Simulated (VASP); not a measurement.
Write the native input for VASP 6.6.1 that does the following.

```yaml
Task: single point
Functional: PBEsol
Potentials_or_basis: VASP PAW PBE potentials, release 64 (Mg, B)
Cutoff: 520 eV
k_mesh: 18 × 18 × 12
Occupations: gaussian, width 0.1 eV
Spin: no spin polarisation
Dipole_correction: no
Further_INCAR_settings: ALGO = Normal; EDIFF = 1e-06; NBANDS = 11
```

The structure of MgB2 lies in POSCAR:

```
MgB2
1.0
    3.1421098404      0.0000000000      0.0000000000
   -1.5710549202      2.7211469432      0.0000000000
    0.0000000000      0.0000000000      3.6575220421
Mg B
1 2
Direct
    0.0000000000      0.0000000000      0.0000000000
    0.3333333333      0.6666666667      0.5000000000
    0.6666666667      0.3333333333      0.5000000000
```

This cell differs from its parent crystal: volume scaled by 1.10, then relaxed in part.

The input as run:

INCAR

```
PREC = Accurate ; ENCUT = 520
EDIFF = 1E-6 ; ISMEAR = 0
SIGMA = 0.1 ; LREAL = F
LASPH = T ; NELM = 60
ALGO = Normal ; ISIF = 2
LWAVE = F ; LCHARG = T
GGA = PS ; LELF = T
LVHAR = T ; NBANDS = 11
```

KPOINTS

```
regular mesh
0
Gamma
  18 18 12
```

Potentials or basis: VASP PAW PBE potentials, release 64 (Mg, B).

Run with:

```bash
$ cat potpaw_PBE.64/Mg/POTCAR potpaw_PBE.64/B/POTCAR > POTCAR
$ mpirun -np 1 vasp_std > vasp.out
```

Results of the run:

```json
{
 "Pressure": "-11.9 GPa",
 "Band gap on the k mesh": "zero (band 4 reaches 6.36 eV, above the bottom of band 5 at 2.84 eV)"
}
```

Caveat: the PAW data sets were made with another functional, which shifts forces and pressure a little.

Wall time 22 s on 1 thread of Intel(R) Xeon(R) 6975P-C (Granite Rapids) (shared host), peak memory 0.22 GiB.
